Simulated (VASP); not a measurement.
Wanted: the native input for a VASP 6.6.1 run.

```yaml
Task: single point
Functional: PBE
Potentials_or_basis: VASP PAW PBE potentials, release 64 (Ta_pv, Si)
Cutoff: 520 eV
k_mesh: 6 × 6 × 1
Occupations: gaussian, width 0.1 eV
Spin: no spin polarisation
Dipole_correction: yes
Further_INCAR_settings: ALGO = Normal; EDIFF = 1e-07; NBANDS = 44
```

The structure of Ta6Si lies in POSCAR:

```
Ta6Si
1.0
    4.6937283334      0.0000000000      0.0000000000
   -2.3468641667      4.0648879751      0.0000000000
    0.0000000000      0.0000000000     19.9881921067
Ta Si
6 1
Direct
    0.6666666667      0.3333333333      0.2001181487
    0.3333333333      0.6666666667      0.2480516125
    0.0000000000      0.0000000000      0.2959850764
    0.6666666667      0.3333333333      0.3401842440
    0.3333333333      0.6666666667      0.3819724415
    0.0000000000      0.0000000000      0.4246603225
    0.1111111111      0.4444444444      0.4995754200
```

One way to write it, as run:

INCAR

```
SYSTEM = Ta6Si
  PREC = Accurate
  ENCUT = 520
  EDIFF = 1E-7
  ISMEAR = 0
  SIGMA = 0.1
  LREAL = .False.
  LASPH = .True.
  NELM = 60
  ALGO = Normal
  ISIF = 2
  LWAVE = .False.
  LCHARG = .False.
  LDIPOL = .True.
  IDIPOL = 3
  DIPOL = 0.5 0.5 0.342
  GGA = PE
  NBANDS = 44
```

KPOINTS

```
Automatic mesh
0
Gamma
  6 6 1
  0 0 0
```

Potentials or basis: VASP PAW PBE potentials, release 64 (Ta_pv, Si).

Command:

```sh
$ cat potpaw_PBE.64/Ta_pv/POTCAR potpaw_PBE.64/Si/POTCAR > POTCAR
$ mpirun -np 1 vasp_std > vasp.out
```

It gave:

```
Largest force          : 2.532 eV/Å
Band gap on the k mesh : zero (bands 35 and 36 overlap by 0.17 eV)
```

Caveat: spin-orbit coupling is left out, which moves the levels of the heavy elements.

Wall time 34 min on 1 thread of AMD EPYC 7571, on a shared host, peak memory 0.59 GiB.
